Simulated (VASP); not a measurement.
# H3CCl in VASP: a series of runs, part 2 of 2

VASP 6.6.1. The steps go on from the part before.

### Step 4. Relaxation of the atoms, PBE+D3(BJ)

INCAR

```
SYSTEM = H3CCl
PREC     = Accurate       ! precision mode
ENCUT    = 520            ! plane-wave cutoff, eV
EDIFF    = 1E-6           ! SCF threshold, eV
ISMEAR   = -1             ! smearing method
SIGMA    = 0.02           ! smearing width, eV
LREAL    = Auto         
LASPH    = .True.         ! aspherical terms in the spheres
NELM     = 60             ! most SCF steps
ALGO     = Normal         ! electronic algorithm
ISIF     = 2              ! what is computed and relaxed
LWAVE    = .False.        ! write WAVECAR
LCHARG   = .False.        ! write CHGCAR
GGA      = PE             ! functional
IVDW     = 12             ! dispersion correction
IBRION   = 2              ! ionic algorithm
NSW      = 35             ! ionic steps
EDIFFG   = -0.3           ! ionic threshold
```

KPOINTS

```
Automatic mesh
0
Gamma
  1 1 1
  0 0 0
```

POSCAR

```
H3CCl
1.0
    7.9200370000      0.0000000000      0.0000000000
    0.0000000000      7.9200370000      0.0000000000
    0.0000000000      0.0000000000      7.9200370000
C Cl H
6 6 18
Direct
    0.5303594000      0.9095757000      0.4985127000
    0.0598267000      0.5968640000      0.4375212000
    0.9661243000      0.2344257000      0.7677170000
    0.6235749000      0.8433237000      0.0459753000
    0.5054614000      0.2060510000      0.1197338000
    0.0458417000      0.9790093000      0.3895714000
    0.4953071000      0.6893520000      0.4733536000
   -0.1151289000      0.6356010000      0.5726141000
    1.0848815000      0.2003660000      0.9550583000
    0.4297504000      0.7342789000      0.0159516000
    0.3984855000      0.3081050000      0.2885569000
   -0.0853606000      1.0304887000      0.2149405000
    0.6260657000      0.9286993000      0.5952105000
    0.5732692000      0.9618140000      0.3789059000
    0.4126220000      0.9693902000      0.5364076000
    0.0879746000      0.7114308000      0.3671079000
    0.1681131000      0.5609104000      0.5140540000
    0.0276048000      0.4951772000      0.3509336000
    0.9945743000      0.1342522000      0.6780970000
    0.8323282000      0.2330152000      0.7989018000
    1.0007326000      0.3562974000      0.7145623000
    0.6263435000      0.9529040000     -0.0368521000
    0.6323648000      0.8832847000      0.1771306000
    0.7274679000      0.7587350000      0.0155309000
    0.5552813000      0.3014910000      0.0343811000
    0.6082065000      0.1307151000      0.1711519000
    0.4166168000      0.1251585000      0.0531088000
   -0.0302731000      0.9171528000      0.4857806000
    0.1455474000      0.8945975000      0.3470355000
    0.1004014000      1.0946140000      0.4399170000
```

Command:

```bash
cat potpaw_PBE.64/C/POTCAR potpaw_PBE.64/Cl/POTCAR potpaw_PBE.64/H/POTCAR > POTCAR
mpirun -np 1 vasp_gam > vasp.out
```

Wall time 8.7 min (1 thread of AMD EPYC 7R13 (Zen 3), shared host); peak memory 0.49 GiB.

It converged, with:

| Property | Result |
| --- | --- |
| Free energy | -135.7604 eV |
| Energy gained by relaxing | 29.9 meV/atom |
| Ionic steps | 21 |
| Pressure after relaxing | 0.5 GPa |
| Largest force after relaxing | 0.295 eV/Å |
| Dispersion energy per atom | -0.049 eV |

Forces on the atoms (eV/Å):
```
C   -0.004 -0.007  0.035
C   -0.046 -0.033  0.017
C    0.045 -0.017  0.176
C   -0.041 -0.045 -0.085
C   -0.054  0.056  0.035
C   -0.068 -0.056 -0.052
Cl  -0.023  0.010 -0.050
Cl   0.001  0.140 -0.128
Cl   0.183  0.055  0.082
Cl  -0.018  0.011 -0.084
Cl   0.007 -0.015  0.056
Cl  -0.004 -0.028 -0.028
H    0.040 -0.012  0.070
H    0.005  0.067  0.040
H   -0.092  0.020  0.055
H    0.044 -0.065 -0.065
H    0.023  0.081  0.075
H   -0.081 -0.026 -0.061
H   -0.134 -0.048  0.080
H   -0.126 -0.003 -0.087
H   -0.111 -0.094  0.077
H    0.000  0.010 -0.007
H   -0.035 -0.086  0.045
H    0.043 -0.109 -0.035
H   -0.004  0.049 -0.033
H    0.076  0.045  0.007
H   -0.033 -0.020 -0.019
H    0.093  0.121 -0.253
H    0.055  0.103  0.104
H    0.258 -0.105  0.035
```

Stress tensor (GPa, compression positive):
```
0.67 0.00 0.28
0.00 0.56 0.13
0.28 0.13 0.32
```

Step by step:
```csv
step,energy change (eV),largest force (eV/Å),pressure (GPa)
1,0.0000,1.1799,1.62
2,-0.1341,1.0094,1.36
3,-0.1367,1.2451,1.33
4,-0.2196,0.7621,1.22
5,-0.2894,1.1323,1.04
6,-0.3637,0.6187,0.96
7,-0.3838,0.8333,0.92
8,-0.4527,0.6101,0.81
9,-0.5278,0.8985,0.54
10,-0.5926,0.7493,0.51
11,-0.6597,1.1226,0.43
12,-0.7172,0.8266,0.45
13,-0.7912,0.4663,0.47
14,-0.7915,0.4836,0.47
15,-0.8118,0.3606,0.51
16,-0.8308,1.0598,0.59
17,-0.8466,0.8614,0.59
18,-0.8785,0.3669,0.59
19,-0.8756,0.8393,0.56
20,-0.8879,0.4049,0.58
21,-0.8973,0.2954,0.52
```

Final structure:
```
CELL_PARAMETERS angstrom
7.92004 0.00000 0.00000
0.00000 7.92004 0.00000
0.00000 0.00000 7.92004
ATOMIC_POSITIONS crystal
C 0.52258 0.91269 0.51209
C 0.06123 0.56546 0.43717
C 0.96953 0.24387 0.75506
C 0.61848 0.81631 0.02777
C 0.49984 0.22294 0.12405
C 0.06168 0.00278 0.40600
Cl 0.47894 0.69575 0.47243
Cl 0.88570 0.62262 0.56744
Cl 0.13428 0.24726 0.90738
Cl 0.41819 0.72668 0.97852
Cl 0.38768 0.31540 0.29594
Cl 0.89012 0.03211 0.26316
H 0.61983 0.92165 0.60944
H 0.56900 0.96882 0.39529
H 0.40737 0.97619 0.55298
H 0.08766 0.67120 0.35324
H 0.17076 0.54018 0.51716
H 0.02767 0.45329 0.36444
H 0.98835 0.13423 0.67443
H 0.85028 0.23592 0.82409
H 0.97577 0.36083 0.68230
H 0.63511 0.93136 0.95319
H 0.62254 0.84471 0.16237
H 0.71801 0.72628 0.99651
H 0.53893 0.32405 0.03882
H 0.60921 0.15723 0.17579
H 0.41602 0.13437 0.05970
H 0.01697 0.92744 0.51433
H 0.16127 0.93626 0.33685
H 0.10135 0.12922 0.44294
```

Levels at points of the mesh, in eV from the Fermi level:
| k point | band 39 | band 40 | band 41 | band 42 | band 43 | band 44 | band 45 | band 46 |
| --- | --- | --- | --- | --- | --- | --- | --- | --- |
| (0.00, 0.00, 0.00) | -0.69 | -0.62 | -0.56 | -0.50 | 4.90 | 5.07 | 5.55 | 5.79 |

Caveat: the k points lie up to 0.79 Å⁻¹ apart; the relaxation stopped at a loose force limit of 0.3 eV/Å, so its end isn't a converged minimum.

### Step 5. Overview

| task | cell | pressure (GPa) | largest force (eV/Å) |
| --- | --- | --- | --- |
| single point | as given, atomic positions A | -0.2 | 2.75 |
| single point | as given, atomic positions B | -0.1 | 2.22 |
| relaxation of the atoms | atoms relaxed, atomic positions C | 0.5 | 0.30 |

Alike in all rows: level PBE+D3(BJ); potentials or basis VASP PAW PBE potentials, release 64 (C, Cl, H); no spin polarisation; k mesh 1 × 1 × 1; cutoff (eV) 520; smearing fermi-dirac 0.02 eV.

Caveats: all runs use coarse meshes; the atoms stand as in a frame of molecular dynamics (at least some runs); the relaxation stopped at a loose force limit of 0.3 eV/Å, so its end isn't a converged minimum (at least some runs).

Absolute energies hang on the potentials; compare differences alone.
